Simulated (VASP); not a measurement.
# ReS2 in VASP: single point with LDA

Aim: the single point of ReS2 with LDA.

Everything below comes from runs of VASP 6.6.1. Logs are shortened: lines on timing, memory, paths and dates and some standing lists are left out, and cuts for length are marked.

## 1. The cell of the first run

The cell holds a sheet with vacuum, 24 atoms: a = 6.295 Å, b = 6.398 Å, c = 23.000 Å, α = 90.00°, β = 90.00°, γ = 61.24°.

## 2. Single point, LDA

The input, INCAR:

```
  PREC = Accurate
  ENCUT = 520
  EDIFF = 1E-6
  ISMEAR = 0
  SIGMA = 0.01
  LREAL = Auto
  LASPH = True
  NELM = 60
  ALGO = Normal
  ISIF = 2
  LWAVE = False
  LCHARG = True
  GGA = CA
  LELF = True
  LVHAR = True
  NBANDS = 94
```

The input, KPOINTS:

```
Automatic mesh
0
Gamma
  4 4 1
```

The input, POSCAR:

```
ReS2
1.0
    6.2949404331     -0.0069220558      0.0000000000
    3.0851342615      5.6055960855      0.0000000000
    0.0000000000      0.0000000000     23.0000000000
Re S
8 16
Direct
    0.1081551979      0.2286491624      0.3672632547
    0.2308551949      0.6031407442      0.3717595231
    0.6814373009      0.2015702274      0.3688760846
    0.6573773349      0.6303305251      0.3701444018
    0.4666245353      1.0340021346      0.6282404853
    0.5893243795      1.4084937926      0.6327367649
    1.0401022727      1.0068124616      0.6298556500
    1.0160423426      1.4355727233      0.6311238961
    0.8531526082      0.8199967518      0.3185256695
    0.3144802522      0.8516430398      0.3112708345
    0.0244978808      0.9800203092      0.4276191578
   -0.0150864997      0.5224453049      0.4372388663
    0.4857829044      1.0117998300      0.4205545166
    0.8143430691      0.3577951674      0.2941544714
    0.5242833306      0.4742230485      0.4449079469
    0.3537496627      0.3103523522      0.3018397968
    1.2116966595      1.6253433471      0.5794454999
    0.6729815302      1.6571227852      0.5723808459
    0.3829992193      1.7855000717      0.6887292048
    0.3437301150      1.3267907553      0.6981601473
    0.8443270174      1.8171463398      0.6814743619
    1.1731964536      1.1629199573      0.5550920263
    0.8831366702      1.2793481805      0.7058454987
    0.7125661742      1.1146979138      0.5627610945
```

Potentials or basis: VASP PAW LDA potentials, release 64 (Re, S).

Started as:

```sh
$ cat potpaw_LDA.64/Re/POTCAR potpaw_LDA.64/S/POTCAR > POTCAR
$ mpirun -np 1 vasp_std > vasp.out
```

OUTCAR:

```text
PREC = Accurate
   ENCUT = 520
   EDIFF = 1E-6
   ISMEAR = 0
   LREAL = Auto
   LASPH = True
   NELM = 60
   ISIF = 2
   GGA = CA

 ion  position               nearest neighbor table
   1  0.108  0.229  0.367-  12 2.31  14 2.34  11 2.35  16 2.39  13 2.43  10 2.48   4 2.76   3 2.77
                             2 2.85
   2  0.231  0.603  0.372-  16 2.30  15 2.34  10 2.36  12 2.39   9 2.43  11 2.48   3 2.76   4 2.77
                             1 2.85
   3  0.681  0.202  0.369-  15 2.33  14 2.34  11 2.36  16 2.39  13 2.42   9 2.44   4 2.67   2 2.76
                             1 2.77
   4  0.657  0.630  0.370-  14 2.33  15 2.34  10 2.36  12 2.40   9 2.42  13 2.44   3 2.67   1 2.76
                             2 2.77
   5  0.467  0.034  0.628-  20 2.30  22 2.34  19 2.36  24 2.39  21 2.43  18 2.48   8 2.76   7 2.77
                             6 2.85
   6  0.589  0.408  0.633-  24 2.31  23 2.34  18 2.35  20 2.39  17 2.43  19 2.48   7 2.76   8 2.77
                             5 2.85
   7  0.040  0.007  0.630-  23 2.33  22 2.34  19 2.36  24 2.40  21 2.42  17 2.44   8 2.67   6 2.76
                             5 2.77
   8  0.016  0.436  0.631-  22 2.33  23 2.34  18 2.36  20 2.39  17 2.42  21 2.44   7 2.67   5 2.76
                             6 2.77
   9  0.853  0.820  0.319-   4 2.42   2 2.43   3 2.44
  10  0.314  0.852  0.311-   2 2.36   4 2.36   1 2.48
  11  0.024  0.980  0.428-   1 2.35   3 2.36   2 2.48
  12  0.985  0.522  0.437-   1 2.31   2 2.39   4 2.40
  13  0.486  0.012  0.421-   3 2.42   1 2.43   4 2.44
  14  0.814  0.358  0.294-   4 2.33   3 2.34   1 2.34
[... 8 lines left out ...]
  23  0.883  0.279  0.706-   7 2.33   8 2.34   6 2.34
  24  0.713  0.115  0.563-   6 2.31   5 2.39   7 2.40

  LATTYP: Found a simple monoclinic cell.
 ALAT       =     6.2949442389
 B/A-ratio  =     3.6537257722
 C/A-ratio  =     1.0164501106
 COS(beta)  =    -0.4812018314

  Lattice vectors:

 A1 = (   6.2949404331,  -0.0069220558,   0.0000000000)
 A2 = (   0.0000000000,   0.0000000000,  23.0000000000)
 A3 = (  -3.0851342615,  -5.6055960855,   0.0000000000)

Analysis of symmetry for initial positions (statically):
=====================================================================
 Subroutine PRICEL returns:
 Original cell was already a primitive cell.

 Routine SETGRP: Setting up the symmetry group for a
 simple monoclinic supercell.

 Subroutine GETGRP returns: Found  2 space group operations
 (whereof  1 operations were pure point group operations)
 out of a pool of  4 trial point group operations.

The static configuration has the point symmetry C_1 .
 The point group associated with its full space group is S_2 .

Analysis of symmetry for dynamics (positions and initial velocities):
=====================================================================
 Subroutine PRICEL returns:
 Original cell was already a primitive cell.

 Routine SETGRP: Setting up the symmetry group for a
 simple monoclinic supercell.

 Subroutine GETGRP returns: Found  2 space group operations
 (whereof  1 operations were pure point group operations)
 out of a pool of  4 trial point group operations.

The dynamic configuration has the point symmetry C_1 .
 The point group associated with its full space group is S_2 .

 Subroutine INISYM returns: Found  2 space group operations
 (whereof  1 operations are pure point group operations),
 and found     1 'primitive' translations

----------------------------------------------------------------------------------------

                                     Primitive cell

  volume of cell :     812.0897

  direct lattice vectors                    reciprocal lattice vectors
     6.294940433 -0.006922056  0.000000000     0.158761656 -0.087377153  0.000000000
     3.085134261  5.605596086  0.000000000     0.000196046  0.178285263  0.000000000
     0.000000000  0.000000000 23.000000000     0.000000000  0.000000000  0.043478261

  length of vectors
     6.294944239  6.398496768 23.000000000     0.181218185  0.178285370  0.043478261

  position of ions in fractional coordinates (direct lattice)
     0.108155198  0.228649162  0.367263255
     0.230855195  0.603140744  0.371759523
     0.681437301  0.201570227  0.368876085
     0.657377335  0.630330525  0.370144402
     0.466624535  0.034002135  0.628240485
     0.589324379  0.408493793  0.632736765
[... 16 lines left out ...]
     0.883136670  0.279348181  0.705845499
     0.712566174  0.114697914  0.562761094

  ion indices of the primitive-cell ions
   primitive index   ion index
                 1           1
                 2           2
                 3           3
                 4           4
                 5           5
                 6           6
[... 16 lines left out ...]
                23          23
                24          24

----------------------------------------------------------------------------------------

 KPOINTS: Automatic mesh

Automatic generation of k-mesh.
 Grid dimensions read from file:
 generate k-points for:    4    4    1

 Generating k-lattice:

  Cartesian coordinates                     Fractional coordinates (reciprocal lattice)
     0.039690414 -0.021844288  0.000000000     0.250000000  0.000000000  0.000000000
     0.000049012  0.044571316  0.000000000     0.000000000  0.250000000  0.000000000
     0.000000000  0.000000000  0.043478261     0.000000000  0.000000000  1.000000000

  Length of vectors
     0.045304546  0.044571343  0.043478261

  Shift w.r.t. Gamma in fractional coordinates (k-lattice)
     0.000000000  0.000000000  0.000000000

 Subroutine IBZKPT returns following result:
 ===========================================

 Found     10 irreducible k-points:

 Following reciprocal coordinates:
            Coordinates               Weight
  0.000000  0.000000  0.000000      1.000000
  0.250000  0.000000  0.000000      2.000000
  0.500000  0.000000  0.000000      1.000000
 -0.000000  0.250000  0.000000      2.000000
  0.250000  0.250000  0.000000      2.000000
  0.500000  0.250000  0.000000      2.000000
 -0.250000  0.250000  0.000000      2.000000
 -0.000000  0.500000  0.000000      1.000000
  0.250000  0.500000  0.000000      2.000000
  0.500000  0.500000  0.000000      1.000000
   k-points           NKPTS =     10   k-points in BZ     NKDIM =     10   number of bands    NBANDS=     94
   number of dos      NEDOS =    301   number of ions     NIONS =     24
   total plane-waves  NPLWV = 414720
   dimension x,y,z NGX =    48 NGY =   48 NGZ =  180
   dimension x,y,z NGXF=    96 NGYF=   96 NGZF=  360
   ions per type =               8  16
   NGX,Y,Z   is equivalent  to a cutoff of  12.68, 12.47, 13.01 a.u.
   NGXF,Y,Z  is equivalent  to a cutoff of  25.35, 24.94, 26.02 a.u.
 SYSTEM =  unknown system
   PREC   = accura    normal or accurate (medium, high low for compatibility)
   ISTART =      0    job   : 0-new  1-cont  2-samecut
   ICHARG =      2    charge: 1-file 2-atom 10-const
   ISPIN  =      1    spin polarized calculation?
   LNONCOLLINEAR =      F non collinear calculations
   LSORBIT =      F    spin-orbit coupling
   LASPH  =      T    aspherical Exc in radial PAW
   ENCUT  =  520.0 eV  38.22 Ry    6.18 a.u.  11.70 11.90 42.76*2*pi/ulx,y,z
   NELM   =     60;   NELMIN=  2; NELMDL= -5     # of ELM steps
   EDIFF  = 0.1E-05   stopping-criterion for ELM
   LREAL  =      T    real-space projection
   EDIFFG = 0.1E-04   stopping-criterion for IOM
   NSW    =      0    number of steps for IOM
   IBRION =     -1    ionic relax: 0-MD 1-quasi-New 2-CG
   NFREE  =      0    steps in history (QN), initial steepest desc. (CG)
   ISIF   =      2    stress and relaxation
   ISYM   =      2    0-nonsym 1-usesym 2-fastsym
   POTIM  = 0.5000    time-step for ionic-motion
   TEBEG  =    0.0;   TEEND  =   0.0 temperature during run
   PSTRESS=    0.0 pullay stress
   NELECT =     152.0000    total number of electrons
   NUPDOWN=      -1.0000    fix difference up-down
   EMIN   =  10.00;   EMAX   =-10.00  energy-range for DOS
   EFERMI =   0.00;   METHOD = LEGACY
   ISMEAR =     0;   SIGMA  =   0.01  broadening in eV -4-tet -1-fermi 0-gaus
   EFERMI_NEDOS =   21; number of points for ismear=-14 and -15
   IALGO  =     38    algorithm
   IMIX   =      4    mixing-type and parameters
     AMIX     =   0.40;   BMIX     =  1.00
     AMIX_MAG =   1.60;   BMIX_MAG =  1.00
  volume/ion in A,a.u.               =      33.84       228.34
  Fermi-wavevector in a.u.,A,eV,Ry     =   0.936457  1.769648 11.931662  0.876952
  Thomas-Fermi vector in A             =   2.063469
   LORBIT       =      0    0 simple, 1 ext, 2 COOP (PROOUT), +10 PAW based schemes
   GGA     = CA    functional components
   LHFCALC =     F    Hartree Fock is set to
   AEXX    =    0.0000 exact exchange contribution
   IVDW    =     0    specifies the selected vdW correction
   LEPSILON=     F    determine dielectric tensor
   LRPA    =     F    only Hartree local field effects (RPA)
 non-spin polarized calculation
 Gauss-broadening in eV      SIGMA  =   0.01
  energy-cutoff  :      520.00
  volume of cell :      812.09
 maximum number of plane-waves:     21898
 NGX is ok and might be reduce to    48
   NGX = 23   NGY = 23   NGZ = 85

 number of electron     151.9999999 magnetization

 Free energy of the ion-electron system (eV)
  ---------------------------------------------------
  ext. energy  EPLUGINS =         0.00000000
  ---------------------------------------------------
  free energy    TOTEN  =      -200.07135084 eV

  energy without entropy =     -200.07135084  energy(sigma->0) =     -200.07135084

 E-fermi :   0.2141     XC(G=0):  -6.2144

 val. band max:        0.1337828757   @ k =   0.0000   0.0000   0.0000
 cond. band min:       1.4653292921   @ k =   0.0000   0.0000   0.0000
 fundamental gap:      1.3315464163
 Fermi energy:         0.2140820540

 k-point     1 :       0.0000    0.0000    0.0000
  band No.  band energies     occupation
      1     -14.9737      2.00000
      2     -14.8664      2.00000
      3     -13.4723      2.00000
      4     -13.3531      2.00000
      5     -13.0470      2.00000
      6     -12.9914      2.00000
[... 899 lines left out ...]
     87       2.5643      0.00000
     88       2.6973      0.00000
 [bands above 88 left out]

------------------------ aborting loop because EDIFF is reached ----------------------------------------

  FORCE on cell =-STRESS in cart. coord.  units (eV):
  Direction    XX          YY          ZZ          XY          YZ          ZX
  --------------------------------------------------------------------------------------
  -------------------------------------------------------------------------------------
  Total        2.6563534      2.7655627      2.5422814     -0.0481694     -0.1217912      0.0078270
  in kB        5.2407377      5.4561974      5.0156843     -0.0950337     -0.2402827      0.0154420
  external PRESSURE =       5.2375398 kB  Pullay stress =       0.0000000 kB

 VOLUME and BASIS-vectors are now :
 -----------------------------------------------------------------------------
  energy-cutoff  :      520.00
  volume of cell :      812.09
      direct lattice vectors                 reciprocal lattice vectors
     6.294940433 -0.006922056  0.000000000     0.158761656 -0.087377153  0.000000000
     3.085134261  5.605596086  0.000000000     0.000196046  0.178285263  0.000000000
     0.000000000  0.000000000 23.000000000     0.000000000  0.000000000  0.043478261

 POSITION                                       TOTAL-FORCE (eV/Angst)
 -----------------------------------------------------------------------------------
      1.38624      1.28097      8.44705         0.021966     -0.019333     -0.011691
      3.31399      3.37937      8.55047        -0.020956      0.024425      0.014127
      4.91148      1.12520      8.48415        -0.016277     -0.044649     -0.009143
      6.08281      3.52883      8.51332         0.012077      0.046294      0.007029
      3.04227      0.18737     14.44953         0.020956     -0.024425     -0.014127
      4.97002      2.28577     14.55295        -0.021966      0.019333      0.011691
[... 16 lines left out ...]
      6.42112      1.55980     16.23445        -0.001110     -0.000917      0.166281
      4.83942      0.63802     12.94351        -0.001309     -0.037318     -0.122709
 -----------------------------------------------------------------------------------
    total drift:                               -0.002635     -0.003781      0.008756

  FREE ENERGIE OF THE ION-ELECTRON SYSTEM (eV)
  ---------------------------------------------------
  free  energy   TOTEN  =      -200.0713508417 eV

  energy  without entropy=     -200.0713508417  energy(sigma->0) =     -200.07135084
```

Run time: 1.5 h. Hardware: 1 thread of AMD EPYC 9755, shared host; peak memory 0.77 GiB.

Results:

* Free energy: -200.0714 eV
* Largest force: 0.166 eV/Å
* Band gap on the k mesh: 1.33 eV

Forces in eV/Å, atoms in the order of the input:
```
Re   0.022 -0.019 -0.012
Re  -0.021  0.024  0.014
Re  -0.016 -0.045 -0.009
Re   0.012  0.046  0.007
Re   0.021 -0.024 -0.014
Re  -0.022  0.019  0.012
Re  -0.012 -0.046 -0.007
Re   0.016  0.045  0.009
S    0.005  0.008 -0.070
S   -0.006  0.046 -0.089
S    0.006 -0.045  0.095
S    0.001  0.037  0.123
S   -0.006 -0.010  0.072
S    0.001  0.001 -0.166
S   -0.001  0.004  0.164
S   -0.003 -0.033 -0.130
S    0.006  0.010 -0.072
S   -0.006  0.045 -0.095
S    0.006 -0.046  0.089
S    0.003  0.033  0.130
S   -0.005 -0.008  0.070
S    0.001 -0.004 -0.164
S   -0.001 -0.001  0.166
S   -0.001 -0.037 -0.123
```

Levels at points of the mesh, in eV from the valence-band top:
```csv
k point,band 73,band 74,band 75,band 76,band 77,band 78,band 79,band 80
"(0.00, 0.00, 0.00)",-0.40,-0.27,-0.20,0.00,1.33,1.43,1.98,2.00
"(0.50, 0.00, 0.00)",-0.55,-0.52,-0.44,-0.39,1.57,1.70,1.84,1.90
"(0.00, 0.50, 0.00)",-0.45,-0.37,-0.22,-0.20,1.54,1.69,1.83,1.91
"(0.50, 0.50, 0.00)",-0.59,-0.51,-0.45,-0.44,1.58,1.65,1.74,1.81
```

Caveat: spin-orbit coupling is left out, which moves the levels of the heavy elements.
